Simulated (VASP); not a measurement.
Crystal: GaCuP.

```
Ga Cu P
1.0
     3.43528    0.00000    0.00000
     0.00000    3.43528    0.00000
     0.00000    0.00000    4.62765
Ga Cu P
1 1 1
Direct
  0.00000 0.00000 0.50000
  0.50000 0.50000 0.50000
  0.50000 0.50000 0.00000
```

* Program: VASP 6.6.1
* Task: relaxation of cell and atoms
* Functional: PBE
* Potentials or basis: VASP PAW PBE potentials, release 64 (Ga_d, Cu, P)
* Cutoff: 600 eV
* k mesh: 6 × 6 × 4
* Occupations: gaussian, width 0.1 eV
* Spin: no spin polarisation

At the start: pressure 0.2 GPa; volume 18.20 Å³/atom.

**Question.** Where does the relaxation end?

**Answer.** Over 6 steps the energy falls by 48.3 meV/atom and the volume is 18.83 Å³/atom (+3.4 %); space group P4/mmm (No. 123, to 0.05 Å).

The path:
| step | energy change (eV) | largest force (eV/Å) | pressure (GPa) | volume (Å³) |
| --- | --- | --- | --- | --- |
| 1 | 0.0000 | 0.0000 | 0.20 | 54.61 |
| 2 | -0.1165 | 0.0000 | 1.14 | 54.73 |
| 3 | -0.1343 | 0.0000 | 2.09 | 54.73 |
| 4 | -0.1344 | 0.0000 | 1.98 | 54.73 |
| 5 | -0.1447 | 0.0000 | -0.29 | 56.74 |
| 6 | -0.1449 | 0.0000 | -0.05 | 56.49 |

Final structure:
```xyz
3
Lattice="3.5896 0.0000 0.0000 0.0000 3.5896 0.0000 0.0000 0.0000 4.3844" Properties=species:S:1:pos:R:3 pbc="T T T"
Ga    0.0000    0.0000    2.1922
Cu    1.7948    1.7948    2.1922
P     1.7948    1.7948    0.0000
```
